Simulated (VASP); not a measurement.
# Se (P6_3/mmc) in VASP: notebook

The runs below take Se through single point, with revPBE.

Everything below comes from runs of VASP 6.6.1. Logs are shortened: lines on timing, memory, paths and dates and some standing lists are left out, and cuts for length are marked.

### 1 The cell of the first run

The structure is hexagonal, space group P6_3/mmc (No. 194). The conventional cell has a = 3.851 Å, b = 3.851 Å, c = 7.257 Å, α = 90.00°, β = 90.00°, γ = 120.00°. Se (site symmetry -3m) has 8 Se at 2.87 to 3.63 Å within 3.8 Å. Within 3.8 Å of Se (site symmetry -6m2) lie 6 Se at 2.87 Å.

### 2 Single point, revPBE

The input, INCAR:

```
SYSTEM = Se
PREC = Accurate
ENCUT = 520
EDIFF = 1E-6
ISMEAR = -1
SIGMA = 0.1
LREAL = .FALSE.
LASPH = .TRUE.
NELM = 100
ALGO = Normal
ISIF = 2
LWAVE = .FALSE.
LCHARG = .FALSE.
GGA = RE
NBANDS = 20
```

The input, KPOINTS:

```
Automatic mesh
0
G
  12 12 3
  0 0 0
```

The input, POSCAR:

```
Se
1.0
    3.8505116607      0.0000000000      0.0000000000
   -1.9252558304      3.3346409157      0.0000000000
    0.0000000000      0.0000000000      7.2573326836
Se
4
Direct
    0.0000000000      0.0000000000      1.0000000000
    1.0000000000      1.0000000000      0.5000000000
    0.3333333333      0.6666666667      0.2500000000
    0.6666666667      0.3333333333      0.7500000000
```

Potentials or basis: VASP PAW PBE potentials, release 64 (Se).

Command:

```sh
> cat potpaw_PBE.64/Se/POTCAR > POTCAR
> mpirun -np 1 vasp_std > vasp.out
```

OUTCAR:

```text
SYSTEM = Se
   PREC = Accurate
   ENCUT = 520
   EDIFF = 1E-6
   ISMEAR = -1
   LREAL = .FALSE.
   LASPH = .TRUE.
   NELM = 100
   ISIF = 2
   GGA = RE

 ion  position               nearest neighbor table
   1  0.000  0.000  0.000-
   2  0.000  0.000  0.500-
   3  0.333  0.667  0.250-
   4  0.667  0.333  0.750-

  LATTYP: Found a hexagonal cell.
 ALAT       =     3.8505116607
 C/A-ratio  =     1.8847709923

  Lattice vectors:

 A1 = (   3.8505116607,   0.0000000000,   0.0000000000)
 A2 = (  -1.9252558304,   3.3346409157,   0.0000000000)
 A3 = (   0.0000000000,   0.0000000000,   7.2573326836)

Analysis of symmetry for initial positions (statically):
=====================================================================
 Subroutine PRICEL returns:
 Original cell was already a primitive cell.

 Routine SETGRP: Setting up the symmetry group for a
 hexagonal supercell.

 Subroutine GETGRP returns: Found 24 space group operations
 (whereof 12 operations were pure point group operations)
 out of a pool of 24 trial point group operations.

The static configuration has the point symmetry D_3d.
 The point group associated with its full space group is D_6h.

Analysis of symmetry for dynamics (positions and initial velocities):
=====================================================================
 Subroutine PRICEL returns:
 Original cell was already a primitive cell.

 Routine SETGRP: Setting up the symmetry group for a
 hexagonal supercell.

 Subroutine GETGRP returns: Found 24 space group operations
 (whereof 12 operations were pure point group operations)
 out of a pool of 24 trial point group operations.

The dynamic configuration has the point symmetry D_3d.
 The point group associated with its full space group is D_6h.

 Subroutine INISYM returns: Found 24 space group operations
 (whereof 12 operations are pure point group operations),
 and found     1 'primitive' translations

----------------------------------------------------------------------------------------

                                     Primitive cell

  volume of cell :      93.1847

  direct lattice vectors                    reciprocal lattice vectors
     3.850511661  0.000000000  0.000000000     0.259705745  0.149941182  0.000000000
    -1.925255830  3.334640916  0.000000000     0.000000000  0.299882364  0.000000000
     0.000000000  0.000000000  7.257332684     0.000000000  0.000000000  0.137791671

  length of vectors
     3.850511661  3.850511661  7.257332684     0.299882364  0.299882364  0.137791671

  position of ions in fractional coordinates (direct lattice)
     0.000000000  0.000000000  0.000000000
     0.000000000  0.000000000  0.500000000
     0.333333333  0.666666667  0.250000000
     0.666666667  0.333333333  0.750000000

  ion indices of the primitive-cell ions
   primitive index   ion index
                 1           1
                 2           2
                 3           3
                 4           4

----------------------------------------------------------------------------------------

 KPOINTS: Automatic mesh

Automatic generation of k-mesh.
 Grid dimensions read from file:
 generate k-points for:   12   12    3

 Generating k-lattice:

  Cartesian coordinates                     Fractional coordinates (reciprocal lattice)
     0.021642145  0.012495098  0.000000000     0.083333333 -0.000000000  0.000000000
     0.000000000  0.024990197  0.000000000     0.000000000  0.083333333  0.000000000
     0.000000000  0.000000000  0.045930557     0.000000000  0.000000000  0.333333333

  Length of vectors
     0.024990197  0.024990197  0.045930557

  Shift w.r.t. Gamma in fractional coordinates (k-lattice)
     0.000000000  0.000000000  0.000000000

 Subroutine IBZKPT returns following result:
 ===========================================

 Found     38 irreducible k-points:

 Following reciprocal coordinates:
            Coordinates               Weight
  0.000000  0.000000  0.000000      1.000000
  0.083333 -0.000000  0.000000      6.000000
  0.166667  0.000000  0.000000      6.000000
  0.250000  0.000000  0.000000      6.000000
  0.333333  0.000000  0.000000      6.000000
  0.416667 -0.000000  0.000000      6.000000
[... 16 lines left out ...]
  0.250000  0.000000  0.333333     12.000000
  0.333333  0.000000  0.333333     12.000000
 [... further k-points ...]
   k-points           NKPTS =     38   k-points in BZ     NKDIM =     38   number of bands    NBANDS=     20
   number of dos      NEDOS =    301   number of ions     NIONS =      4
   total plane-waves  NPLWV =  48600
   dimension x,y,z NGX =    30 NGY =   30 NGZ =   54
   dimension x,y,z NGXF=    60 NGYF=   60 NGZF=  108
   ions per type =               4
   NGX,Y,Z   is equivalent  to a cutoff of  12.95, 12.95, 12.37 a.u.
   NGXF,Y,Z  is equivalent  to a cutoff of  25.91, 25.91, 24.74 a.u.
 SYSTEM =  Se
   PREC   = accura    normal or accurate (medium, high low for compatibility)
   ISTART =      0    job   : 0-new  1-cont  2-samecut
   ICHARG =      2    charge: 1-file 2-atom 10-const
   ISPIN  =      1    spin polarized calculation?
   LNONCOLLINEAR =      F non collinear calculations
   LSORBIT =      F    spin-orbit coupling
   LASPH  =      T    aspherical Exc in radial PAW
   ENCUT  =  520.0 eV  38.22 Ry    6.18 a.u.   7.16  7.16 13.49*2*pi/ulx,y,z
   NELM   =    100;   NELMIN=  2; NELMDL= -5     # of ELM steps
   EDIFF  = 0.1E-05   stopping-criterion for ELM
   LREAL  =      F    real-space projection
   EDIFFG = 0.1E-04   stopping-criterion for IOM
   NSW    =      0    number of steps for IOM
   IBRION =     -1    ionic relax: 0-MD 1-quasi-New 2-CG
   NFREE  =      0    steps in history (QN), initial steepest desc. (CG)
   ISIF   =      2    stress and relaxation
   ISYM   =      2    0-nonsym 1-usesym 2-fastsym
   POTIM  = 0.5000    time-step for ionic-motion
   TEBEG  =    0.0;   TEEND  =   0.0 temperature during run
   PSTRESS=    0.0 pullay stress
   NELECT =      24.0000    total number of electrons
   NUPDOWN=      -1.0000    fix difference up-down
   EMIN   =  10.00;   EMAX   =-10.00  energy-range for DOS
   EFERMI =   0.00;   METHOD = LEGACY
   ISMEAR =    -1;   SIGMA  =   0.10  broadening in eV -4-tet -1-fermi 0-gaus
   EFERMI_NEDOS =   21; number of points for ismear=-14 and -15
   IALGO  =     38    algorithm
   IMIX   =      4    mixing-type and parameters
     AMIX     =   0.40;   BMIX     =  1.00
     AMIX_MAG =   1.60;   BMIX_MAG =  1.00
  volume/ion in A,a.u.               =      23.30       157.21
  Fermi-wavevector in a.u.,A,eV,Ry     =   1.041591  1.968321 14.761111  1.084911
  Thomas-Fermi vector in A             =   2.176218
   LORBIT       =      0    0 simple, 1 ext, 2 COOP (PROOUT), +10 PAW based schemes
   GGA     = RE    functional components
   LHFCALC =     F    Hartree Fock is set to
   AEXX    =    0.0000 exact exchange contribution
   IVDW    =     0    specifies the selected vdW correction
   LEPSILON=     F    determine dielectric tensor
   LRPA    =     F    only Hartree local field effects (RPA)
 non-spin polarized calculation
  energy-cutoff  :      520.00
  volume of cell :       93.18
 maximum number of plane-waves:      2541
 NGX is ok and might be reduce to    30
   NGX = 15   NGY = 15   NGZ = 27

 number of electron      23.9999995 magnetization

 Free energy of the ion-electron system (eV)
  ---------------------------------------------------
  ext. energy  EPLUGINS =         0.00000000
  ---------------------------------------------------
  free energy    TOTEN  =       -11.43958340 eV

  energy without entropy =      -11.32476898  energy(sigma->0) =      -11.38217619

 E-fermi :   4.3777     XC(G=0):  -9.7115

 val. band max:        4.3599882231   @ k =   0.0833   0.0833   0.0000
 cond. band min:       4.3921324016   @ k =   0.3333   0.1667   0.0000
 fundamental gap:      0.0321441785
 Fermi energy:         4.3777053441

 k-point     1 :       0.0000    0.0000    0.0000
  band No.  band energies     occupation
      1     -11.3574      2.00000
      2      -9.2541      2.00000
      3      -9.1362      2.00000
      4      -5.7021      2.00000
      5       0.3844      2.00000
      6       1.5894      2.00000
[... 12 lines left out ...]
     19      11.3359      0.00000
     20      11.8270      0.00000

 k-point     2 :       0.0833   -0.0000    0.0000
  band No.  band energies     occupation
      1     -11.2903      2.00000
      2      -9.2130      2.00000
      3      -9.0918      2.00000
      4      -5.8131      2.00000
      5       0.4426      2.00000
      6       1.3478      2.00000
[... 12 lines left out ...]
     19      11.5568      0.00000
     20      12.0436      0.00000

 k-point     3 :       0.1667    0.0000    0.0000
  band No.  band energies     occupation
      1     -11.0918      2.00000
      2      -9.0982      2.00000
      3      -8.9656      2.00000
      4      -6.1311      2.00000
      5       0.4004      2.00000
      6       0.5713      2.00000
[... 12 lines left out ...]
     19      12.1853      0.00000
     20      12.4337      0.00000

 k-point     4 :       0.2500    0.0000    0.0000
  band No.  band energies     occupation
      1     -10.7714      2.00000
      2      -8.9380      2.00000
      3      -8.7798      2.00000
      4      -6.6083      2.00000
      5      -0.5505      2.00000
      6       0.0350      2.00000
[... 12 lines left out ...]
     19      12.1036      0.00000
     20      13.0285      0.00000

 k-point     5 :       0.3333    0.0000    0.0000
  band No.  band energies     occupation
      1     -10.3503      2.00000
      2      -8.7937      2.00000
      3      -8.5748      2.00000
      4      -7.1535      2.00000
      5      -1.3193      2.00000
      6      -0.7356      2.00000
[... 12 lines left out ...]
     19      12.3407      0.00000
     20      13.2476      0.00000
[... 353 lines left out ...]
      6       0.9684      2.00000
[... 12 lines left out ...]
     19      11.9628      0.00000
     20      12.1918      0.00000

 k-point    22 :       0.1667    0.0000    0.3333
  band No.  band energies     occupation
      1     -10.8478      2.00000
      2     -10.1367      2.00000
      3      -7.7201      2.00000
      4      -6.5855      2.00000
      5      -0.0407      2.00000
      6       0.1988      2.00000
[... 12 lines left out ...]
     19      11.5163      0.00000
     20      12.2387      0.00000

 k-point    23 :       0.2500    0.0000    0.3333
  band No.  band energies     occupation
      1     -10.5390      2.00000
      2      -9.8698      2.00000
      3      -7.7407      2.00000
      4      -6.8993      2.00000
      5      -0.7334      2.00000
      6      -0.1608      2.00000
[... 12 lines left out ...]
     19      11.7628      0.00000
     20      12.8763      0.00000

 k-point    24 :       0.3333    0.0000    0.3333
  band No.  band energies     occupation
      1     -10.1378      2.00000
      2      -9.5407      2.00000
      3      -7.8447      2.00000
      4      -7.3149      2.00000
      5      -1.2229      2.00000
      6      -0.3652      2.00000
[... 12 lines left out ...]
     19      12.9027      0.00000
     20      13.7657      0.00000

 [... further k-points ...]
[... 5 lines left out ...]
  --------------------------------------------------------------------------------------
  -------------------------------------------------------------------------------------
  Total       -0.0004257     -0.0004257     -0.0046583      0.0000000     -0.0000000      0.0000000
  in kB       -0.0073197     -0.0073197     -0.0800929      0.0000000     -0.0000000      0.0000000
  external PRESSURE =      -0.0315774 kB  Pullay stress =       0.0000000 kB

 VOLUME and BASIS-vectors are now :
 -----------------------------------------------------------------------------
  energy-cutoff  :      520.00
  volume of cell :       93.18
      direct lattice vectors                 reciprocal lattice vectors
     3.850511661  0.000000000  0.000000000     0.259705745  0.149941182  0.000000000
    -1.925255830  3.334640916  0.000000000     0.000000000  0.299882364  0.000000000
     0.000000000  0.000000000  7.257332684     0.000000000  0.000000000  0.137791671

 POSITION                                       TOTAL-FORCE (eV/Angst)
 -----------------------------------------------------------------------------------
      0.00000      0.00000      0.00000        -0.000000      0.000000      0.000000
      0.00000      0.00000      3.62867        -0.000000      0.000000      0.000000
     -0.00000      2.22309      1.81433         0.000000     -0.000000     -0.000000
      1.92526      1.11155      5.44300        -0.000000      0.000000      0.000000
 -----------------------------------------------------------------------------------
    total drift:                               -0.000000      0.000000     -0.000000

  FREE ENERGIE OF THE ION-ELECTRON SYSTEM (eV)
  ---------------------------------------------------
  free  energy   TOTEN  =       -11.4395833974 eV

  energy  without entropy=      -11.3247689805  energy(sigma->0) =      -11.38217619
```

Run time: 64 s. Hardware: 1 thread of Intel Xeon Platinum 8488C (Sapphire Rapids), shared host; peak memory 0.22 GiB.

What came out:

```yaml
Free_energy: -11.4396 eV
Pressure: 0.0 GPa
Band_gap_on_the_k_mesh: zero (band 12 reaches 5.04 eV, above the bottom of band 13 at 2.96 eV)
```

Caveat: the PAW data sets were made with another functional, which shifts forces and pressure a little.

### 3 Single point, revPBE (volume scaled by 0.92)

The input, INCAR:

```
SYSTEM = Se
PREC     = Accurate       ! precision mode
ENCUT    = 520            ! plane-wave cutoff, eV
EDIFF    = 1E-7           ! SCF threshold, eV
ISMEAR   = -1             ! smearing method
SIGMA    = 0.1            ! smearing width, eV
LREAL    = .False.        ! projectors in reciprocal space
LASPH    = .True.         ! aspherical terms in the spheres
NELM     = 100            ! most SCF steps
ALGO     = Normal         ! electronic algorithm
ISIF     = 2              ! what is computed and relaxed
LWAVE    = .False.        ! write WAVECAR
LCHARG   = .False.        ! write CHGCAR
GGA      = RE             ! functional
NBANDS   = 20             ! bands
```

The input, KPOINTS:

```
Automatic mesh
0
Gamma
  11 11 5
  0 0 0
```

The input, POSCAR:

```
Se
1.0
    3.7449646164      0.0000000000      0.0000000000
   -1.8724823082      3.2432344940      0.0000000000
    0.0000000000      0.0000000000      7.0584006762
Se
4
Direct
    0.0000000000      0.0000000000      1.0000000000
    1.0000000000      1.0000000000      0.5000000000
    0.3333333333      0.6666666667      0.2500000000
    0.6666666667      0.3333333333      0.7500000000
```

Potentials or basis: VASP PAW PBE potentials, release 64 (Se).

Command:

```sh
> cat potpaw_PBE.64/Se/POTCAR > POTCAR
> mpirun -np 1 vasp_std > vasp.out
```

Run time: 67 s. Hardware: 1 thread of Intel Xeon Platinum 8488C (Sapphire Rapids), shared host; peak memory 0.22 GiB.

The run converged. Its results:

```
Free energy            : -11.3698 eV
Pressure               : 6.2 GPa
Band gap on the k mesh : zero (band 12 reaches 5.96 eV, above the bottom of band 13 at 3.95 eV)
```

Stress tensor (GPa, compression positive):
```
5.06 0.00 0.00
0.00 5.06 0.00
0.00 0.00 8.41
```

Levels at points of the mesh, in eV from the Fermi level:
```tsv
k point	band 8	band 9	band 10	band 11	band 12	band 13	band 14	band 15	band 16	band 17
(0.00, 0.00, 0.00)	-1.76	-1.74	-1.74	-1.17	-1.17	-1.12	0.86	0.86	2.63	4.11
```

Caveat: the PAW data sets were made with another functional, which shifts forces and pressure a little.
